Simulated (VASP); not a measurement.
# BH3 (P2_1/c) in VASP: single point with r2SCAN+D3(BJ)

Aim: the single point of BH3 with r2SCAN+D3(BJ).

Everything below comes from runs of VASP 6.6.1. Logs are shortened: lines on timing, memory, paths and dates and some standing lists are left out, and cuts for length are marked.

### Step 1. The cell of the first run

The structure is monoclinic, space group P2_1/c (No. 14). Conventional cell: a = 4.245 Å, b = 6.195 Å, c = 6.038 Å, α = 90.00°, β = 116.51°, γ = 90.00°. B (site symmetry 1) has 4 H at 1.19 to 1.31 Å within 1.6 Å. H (site symmetry 1) has 1 B at 1.19 Å within 1.6 Å. H (site symmetry 1) has 2 B at 1.31 Å within 1.8 Å. Within 1.6 Å of H (site symmetry 1) lie 1 B at 1.19 Å.

### Step 2. Single point, r2SCAN+D3(BJ)

POSCAR reads:

```
BH3
1.0
    4.2453459783      0.0000000000      0.0293839752
    0.0000000000      6.1949240883      0.0000000000
   -2.7325382040      0.0000000000      5.3839515898
B H
4 12
Direct
    0.6459222285      0.5432088659      0.6479976732
    0.3540777715      0.0432088659      0.8520023268
    0.3540777715      0.4567911341      0.3520023268
    0.6459222285      0.9567911341      0.1479976732
    0.5975555221      0.4911966592      0.8200595863
    0.4024444779      0.9911966592      0.6799404137
    0.4024444779      0.5088033408      0.1799404137
    0.5975555221      0.0088033408      0.3200595863
    0.3559133208      0.6295475201      0.4784732292
    0.6440866792      0.1295475201      0.0215267708
    0.6440866792      0.3704524799      0.5215267708
    0.3559133208      0.8704524799      0.9784732292
    0.8889489274      0.6534001392      0.6730250253
    0.1110510726      0.1534001392      0.8269749747
    0.1110510726      0.3465998608      0.3269749747
    0.8889489274      0.8465998608      0.1730250253
```

INCAR.step1 reads:

```
  ALGO = Normal
  EDIFF = 1E-4
  ENCUT = 520
  GGA = PE
  ISMEAR = 0
  LASPH = T
  LCHARG = F
  LREAL = Auto
  LWAVE = T
  NBANDS = 26
  NELM = 80
  PREC = Accurate
  SIGMA = 0.1
```

INCAR.step2 reads:

```
  ALGO = Normal
  EDIFF = 1E-6
  ENCUT = 520
  ISIF = 2
  ISMEAR = 0
  ISTART = 1
  IVDW = 12
  LASPH = T
  LCHARG = T
  LELF = T
  LMIXTAU = T
  LREAL = Auto
  LVHAR = T
  LWAVE = F
  METAGGA = R2SCAN
  NBANDS = 26
  NELM = 80
  PREC = Accurate
  SIGMA = 0.1
  VDW_A1 = 0.49484001
  VDW_A2 = 5.73083694
  VDW_S6 = 1.0
  VDW_S8 = 0.78981345
```

KPOINTS reads:

```
k-points
0
Gamma
  6 4 4
```

Potentials or basis: VASP PAW PBE potentials, release 64 (B, H).

Run with:

```console
cat potpaw_PBE.64/B/POTCAR potpaw_PBE.64/H/POTCAR > POTCAR
cp INCAR.step1 INCAR
mpirun -np 1 vasp_std > vasp.out
cp INCAR.step2 INCAR
mpirun -np 1 vasp_std > vasp.out
```

OUTCAR:

```text
EDIFF = 1E-6
   ENCUT = 520
   ISIF = 2
   ISMEAR = 0
   ISTART = 1
   IVDW = 12
   LASPH = T
   LREAL = Auto
   METAGGA = R2SCAN
   NELM = 80
   PREC = Accurate
 IVDW          = 12

 ion  position               nearest neighbor table
   1  0.646  0.543  0.648-  13 1.19   5 1.19  11 1.31   9 1.31   3 1.74
   2  0.354  0.043  0.852-  14 1.19   6 1.19  12 1.31  10 1.31   4 1.74
   3  0.354  0.457  0.352-  15 1.19   7 1.19   9 1.31  11 1.31   1 1.74
   4  0.646  0.957  0.148-  16 1.19   8 1.19  10 1.31  12 1.31   2 1.74
   5  0.598  0.491  0.820-   1 1.19
   6  0.402  0.991  0.680-   2 1.19
   7  0.402  0.509  0.180-   3 1.19
   8  0.598  0.009  0.320-   4 1.19
   9  0.356  0.630  0.478-   3 1.31   1 1.31
  10  0.644  0.130  0.022-   4 1.31   2 1.31
  11  0.644  0.370  0.522-   1 1.31   3 1.31
  12  0.356  0.870  0.978-   2 1.31   4 1.31
  13  0.889  0.653  0.673-   1 1.19
  14  0.111  0.153  0.827-   2 1.19
  15  0.111  0.347  0.327-   3 1.19
  16  0.889  0.847  0.173-   4 1.19

  LATTYP: Found a simple monoclinic cell.
 ALAT       =     4.2454476670
 B/A-ratio  =     1.4591921922
 C/A-ratio  =     1.3239466766
 COS(beta)  =    -0.2758065770

  Lattice vectors:

 A1 = (   4.2453459783,   0.0000000000,   0.0293839752)
 A2 = (   0.0000000000,  -6.1949240883,   0.0000000000)
 A3 = (  -1.5128077743,   0.0000000000,  -5.4133355650)

Analysis of symmetry for initial positions (statically):
=====================================================================
 Subroutine PRICEL returns:
 Original cell was already a primitive cell.

 Routine SETGRP: Setting up the symmetry group for a
 simple monoclinic supercell.

 Subroutine GETGRP returns: Found  4 space group operations
 (whereof  2 operations were pure point group operations)
 out of a pool of  4 trial point group operations.

The static configuration has the point symmetry S_2 .
 The point group associated with its full space group is C_2h.

Analysis of symmetry for dynamics (positions and initial velocities):
=====================================================================
 Subroutine PRICEL returns:
 Original cell was already a primitive cell.

 Routine SETGRP: Setting up the symmetry group for a
 simple monoclinic supercell.

 Subroutine GETGRP returns: Found  4 space group operations
 (whereof  2 operations were pure point group operations)
 out of a pool of  4 trial point group operations.

The dynamic configuration has the point symmetry S_2 .
 The point group associated with its full space group is C_2h.

 Subroutine INISYM returns: Found  4 space group operations
 (whereof  2 operations are pure point group operations),
 and found     1 'primitive' translations

----------------------------------------------------------------------------------------

                                     Primitive cell

  volume of cell :     142.0932

  direct lattice vectors                    reciprocal lattice vectors
     4.245345978  0.000000000  0.029383975     0.234727494  0.000000000  0.119132172
     0.000000000  6.194924088  0.000000000     0.000000000  0.161422478  0.000000000
    -2.732538204  0.000000000  5.383951590    -0.001281071  0.000000000  0.185086995

  length of vectors
     4.245447667  6.194924088  6.037689936     0.263228932  0.161422478  0.185091429

  position of ions in fractional coordinates (direct lattice)
     0.645922228  0.543208866  0.647997673
     0.354077772  0.043208866  0.852002327
     0.354077772  0.456791134  0.352002327
     0.645922228  0.956791134  0.147997673
     0.597555522  0.491196659  0.820059586
     0.402444478  0.991196659  0.679940414
[... 8 lines left out ...]
     0.111051073  0.346599861  0.326974975
     0.888948927  0.846599861  0.173025025

  ion indices of the primitive-cell ions
   primitive index   ion index
                 1           1
                 2           2
                 3           3
                 4           4
                 5           5
                 6           6
[... 8 lines left out ...]
                15          15
                16          16

----------------------------------------------------------------------------------------

 KPOINTS: k-points

Automatic generation of k-mesh.
 Grid dimensions read from file:
 generate k-points for:    6    4    4

 Generating k-lattice:

  Cartesian coordinates                     Fractional coordinates (reciprocal lattice)
     0.039121249  0.000000000  0.019855362     0.166666667  0.000000000  0.000000000
     0.000000000  0.040355620  0.000000000     0.000000000  0.250000000  0.000000000
    -0.000320268  0.000000000  0.046271749     0.000000000  0.000000000  0.250000000

  Length of vectors
     0.043871489  0.040355620  0.046272857

  Shift w.r.t. Gamma in fractional coordinates (k-lattice)
     0.000000000  0.000000000  0.000000000

 Subroutine IBZKPT returns following result:
 ===========================================

 Found     42 irreducible k-points:

 Following reciprocal coordinates:
            Coordinates               Weight
  0.000000  0.000000  0.000000      1.000000
  0.166667  0.000000 -0.000000      2.000000
  0.333333  0.000000  0.000000      2.000000
  0.500000  0.000000  0.000000      1.000000
  0.000000  0.250000  0.000000      2.000000
  0.166667  0.250000 -0.000000      4.000000
[... 16 lines left out ...]
 -0.333333  0.250000  0.250000      4.000000
 -0.166667  0.250000  0.250000      4.000000
 [... further k-points ...]
   k-points           NKPTS =     42   k-points in BZ     NKDIM =     42   number of bands    NBANDS=     26
   number of dos      NEDOS =    301   number of ions     NIONS =     16
   total plane-waves  NPLWV =  73728
   dimension x,y,z NGX =    32 NGY =   48 NGZ =   48
   dimension x,y,z NGXF=    64 NGYF=   96 NGZF=   96
   ions per type =               4  12
   NGX,Y,Z   is equivalent  to a cutoff of  12.53, 12.88, 13.22 a.u.
   NGXF,Y,Z  is equivalent  to a cutoff of  25.06, 25.76, 26.43 a.u.
 SYSTEM =  unknown system
   PREC   = accura    normal or accurate (medium, high low for compatibility)
   ISTART =      1    job   : 0-new  1-cont  2-samecut
   ICHARG =      0    charge: 1-file 2-atom 10-const
   ISPIN  =      1    spin polarized calculation?
   LNONCOLLINEAR =      F non collinear calculations
   LSORBIT =      F    spin-orbit coupling
   LASPH  =      T    aspherical Exc in radial PAW
   ENCUT  =  520.0 eV  38.22 Ry    6.18 a.u.   7.89 11.52 11.23*2*pi/ulx,y,z
   NELM   =     80;   NELMIN=  2; NELMDL=  0     # of ELM steps
   EDIFF  = 0.1E-05   stopping-criterion for ELM
   LREAL  =      T    real-space projection
   EDIFFG = 0.1E-04   stopping-criterion for IOM
   NSW    =      0    number of steps for IOM
   IBRION =     -1    ionic relax: 0-MD 1-quasi-New 2-CG
   NFREE  =      0    steps in history (QN), initial steepest desc. (CG)
   ISIF   =      2    stress and relaxation
   ISYM   =      2    0-nonsym 1-usesym 2-fastsym
   POTIM  = 0.5000    time-step for ionic-motion
   TEBEG  =    0.0;   TEEND  =   0.0 temperature during run
   PSTRESS=    0.0 pullay stress
   NELECT =      24.0000    total number of electrons
   NUPDOWN=      -1.0000    fix difference up-down
   EMIN   =  10.00;   EMAX   =-10.00  energy-range for DOS
   EFERMI =   0.00;   METHOD = LEGACY
   ISMEAR =     0;   SIGMA  =   0.10  broadening in eV -4-tet -1-fermi 0-gaus
   EFERMI_NEDOS =   21; number of points for ismear=-14 and -15
   IALGO  =     38    algorithm
   IMIX   =      4    mixing-type and parameters
     AMIX     =   0.40;   BMIX     =  1.00
     AMIX_MAG =   1.60;   BMIX_MAG =  1.00
  volume/ion in A,a.u.               =       8.88        59.93
  Fermi-wavevector in a.u.,A,eV,Ry     =   0.904942  1.710093 11.142089  0.818920
  Thomas-Fermi vector in A             =   2.028450
   LORBIT       =      0    0 simple, 1 ext, 2 COOP (PROOUT), +10 PAW based schemes
   METAGGA = R2SCAN    functional components
   LHFCALC =     F    Hartree Fock is set to
   AEXX    =    0.0000 exact exchange contribution
   IVDW    =    12    specifies the selected vdW correction
   LEPSILON=     F    determine dielectric tensor
   LRPA    =     F    only Hartree local field effects (RPA)
 non-spin polarized calculation
 Gauss-broadening in eV      SIGMA  =   0.10
  energy-cutoff  :      520.00
  volume of cell :      142.09
 maximum number of plane-waves:      3854
   NGX = 15   NGY = 23   NGZ = 23

 number of electron      23.9999998 magnetization

 Free energy of the ion-electron system (eV)
  ---------------------------------------------------
  ext. energy  EPLUGINS =         0.00000000
  ---------------------------------------------------
  free energy    TOTEN  =       -71.53564321 eV

  energy without entropy =      -71.53564321  energy(sigma->0) =      -71.53564321

 E-fermi :  -3.9068     XC(G=0):  -7.5581

 val. band max:       -4.3714898935   @ k =   0.0000   0.0000   0.2500
 cond. band min:       1.5016144212   @ k =  -0.3333   0.0000   0.2500
 fundamental gap:      5.8731043147
 Fermi energy:        -3.9068174523

 k-point     1 :       0.0000    0.0000    0.0000
  band No.  band energies     occupation
      1     -14.1786      2.00000
      2     -13.6709      2.00000
      3      -8.3929      2.00000
      4      -8.2101      2.00000
      5      -7.4719      2.00000
      6      -7.1575      2.00000
[... 16 lines left out ...]
     23       7.4823      0.00000
     24       8.6430      0.00000

 k-point     2 :       0.1667    0.0000   -0.0000
  band No.  band energies     occupation
      1     -14.1018      2.00000
      2     -13.6623      2.00000
      3      -8.3549      2.00000
      4      -8.1454      2.00000
      5      -7.7845      2.00000
      6      -7.2137      2.00000
[... 16 lines left out ...]
     23       8.2799      0.00000
     24       8.4632      0.00000

 k-point     3 :       0.3333    0.0000    0.0000
  band No.  band energies     occupation
      1     -13.9355      2.00000
      2     -13.6452      2.00000
      3      -8.4873      2.00000
      4      -8.2667      2.00000
      5      -7.7034      2.00000
      6      -7.2928      2.00000
[... 16 lines left out ...]
     23       7.9137      0.00000
     24       8.8654      0.00000

 k-point     4 :       0.5000    0.0000    0.0000
  band No.  band energies     occupation
      1     -13.8447      2.00000
      2     -13.6366      2.00000
      3      -8.7257      2.00000
      4      -8.2208      2.00000
      5      -7.5322      2.00000
      6      -7.3067      2.00000
[... 16 lines left out ...]
     23       7.8779      0.00000
     24       8.7568      0.00000

 k-point     5 :       0.0000    0.2500    0.0000
  band No.  band energies     occupation
      1     -14.1087      2.00000
      2     -13.7500      2.00000
      3      -8.3216      2.00000
      4      -8.1936      2.00000
      5      -7.5650      2.00000
      6      -7.3743      2.00000
[... 451 lines left out ...]
 k-point    22 :       0.5000    0.2500    0.2500
  band No.  band energies     occupation
      1     -13.8008      2.00000
      2     -13.6968      2.00000
      3      -8.4259      2.00000
      4      -8.1467      2.00000
      5      -7.7142      2.00000
      6      -7.5831      2.00000
[... 16 lines left out ...]
     23       8.1047      0.00000
     24       8.2953      0.00000

 k-point    23 :      -0.3333    0.2500    0.2500
  band No.  band energies     occupation
      1     -13.9116      2.00000
      2     -13.6968      2.00000
      3      -8.1499      2.00000
      4      -8.0601      2.00000
      5      -7.8211      2.00000
      6      -7.5689      2.00000
[... 16 lines left out ...]
     23       8.2491      0.00000
     24       8.5272      0.00000

 k-point    24 :      -0.1667    0.2500    0.2500
  band No.  band energies     occupation
      1     -14.0273      2.00000
      2     -13.7403      2.00000
      3      -8.4211      2.00000
      4      -8.1579      2.00000
      5      -7.6384      2.00000
      6      -7.3790      2.00000
[... 16 lines left out ...]
     23       8.3051      0.00000
     24       8.4608      0.00000

 [... further k-points ...]

 [bands above 24 left out]

------------------------ aborting loop because EDIFF is reached ----------------------------------------

 Edisp (eV)   -0.38023

 E8    (eV) :    -0.0669

  FORCE on cell =-STRESS in cart. coord.  units (eV):
  Direction    XX          YY          ZZ          XY          YZ          ZX
  --------------------------------------------------------------------------------------
  -------------------------------------------------------------------------------------
  Total      -0.27559    -0.18312    -0.22927     0.00000     0.00000     0.09198
  in kB      -3.10745    -2.06479    -2.58512     0.00000     0.00000     1.03711
  external pressure =       -2.59 kB  Pullay stress =        0.00 kB

 VOLUME and BASIS-vectors are now :
 -----------------------------------------------------------------------------
  energy-cutoff  :      520.00
  volume of cell :      142.09
      direct lattice vectors                 reciprocal lattice vectors
     4.245345978  0.000000000  0.029383975     0.234727494  0.000000000  0.119132172
     0.000000000  6.194924088  0.000000000     0.000000000  0.161422478  0.000000000
    -2.732538204  0.000000000  5.383951590    -0.001281071  0.000000000  0.185086995

 POSITION                                       TOTAL-FORCE (eV/Angst)
 -----------------------------------------------------------------------------------
      0.97148      3.36514      3.50777         0.006364      0.005562      0.025654
     -0.82495      0.26768      4.59754        -0.006364      0.005562     -0.025654
      0.54132      2.82979      1.90557        -0.006364     -0.005562     -0.025654
      2.33775      5.92725      0.81579         0.006364     -0.005562      0.025654
      0.29599      3.04293      4.43272         0.010006      0.007312     -0.015900
     -0.14945      6.14039      3.67259        -0.010006      0.007312      0.015900
[... 8 lines left out ...]
     -0.42202      2.14716      1.76368         0.011406      0.006050      0.003444
      3.30110      5.24462      0.95768        -0.011406      0.006050     -0.003444
 -----------------------------------------------------------------------------------
    total drift:                               -0.000000      0.000000      0.000000

  FREE ENERGIE OF THE ION-ELECTRON SYSTEM (eV)
  ---------------------------------------------------
  free  energy   TOTEN  =       -71.9158716479 eV

  energy  without entropy=      -71.9158716479  energy(sigma->0) =      -71.91587165
```

Run time: 10 min. Hardware: 1 thread of AMD EPYC 7R43 (Zen 3), shared host; peak memory 0.28 GiB.

What came out:

```
Free energy                : -71.9159 eV
Pressure                   : -0.3 GPa
Largest force              : 0.035 eV/Å
Band gap on the k mesh     : 5.87 eV (least direct gap 5.98 eV)
Dispersion energy per atom : -0.024 eV
```

Forces on the atoms (eV/Å):
```
B    0.006  0.006  0.026
B   -0.006  0.006 -0.026
B   -0.006 -0.006 -0.026
B    0.006 -0.006  0.026
H    0.010  0.007 -0.016
H   -0.010  0.007  0.016
H   -0.010 -0.007  0.016
H    0.010 -0.007 -0.016
H   -0.018  0.030  0.000
H    0.018  0.030  0.000
H    0.018 -0.030  0.000
H   -0.018 -0.030  0.000
H   -0.011 -0.006 -0.003
H    0.011 -0.006  0.003
H    0.011  0.006  0.003
H   -0.011  0.006 -0.003
```

Levels at points of the mesh, in eV from the valence-band top:
```tsv
k point	band 8	band 9	band 10	band 11	band 12	band 13	band 14	band 15	band 16	band 17
(0.00, 0.00, 0.00)	-1.84	-1.59	-1.46	-0.41	-0.01	5.97	7.09	8.62	8.85	9.94
(0.50, 0.00, 0.00)	-1.89	-1.54	-1.20	-0.85	-0.63	5.97	6.02	8.47	9.08	9.70
(0.00, 0.50, 0.00)	-1.88	-1.39	-1.39	-0.20	-0.20	6.38	6.38	8.83	8.83	9.51
(0.50, 0.50, 0.00)	-2.20	-1.25	-1.25	-0.48	-0.48	6.33	6.33	8.23	8.23	10.41
(0.00, 0.00, 0.50)	-1.76	-1.22	-1.22	-0.06	-0.06	6.49	6.49	8.64	8.64	10.00
(0.50, 0.00, 0.50)	-2.36	-1.55	-1.55	-0.27	-0.27	6.06	6.06	8.02	8.02	9.23
(0.00, 0.50, 0.50)	-1.59	-1.37	-1.37	-0.14	-0.14	6.28	6.28	9.45	9.45	9.62
(0.50, 0.50, 0.50)	-1.91	-1.73	-1.73	-0.28	-0.28	6.21	6.21	8.45	8.45	9.27
```

Caveat: the PAW data sets were made with another functional, which shifts forces and pressure a little. A k mesh can miss the band edges.
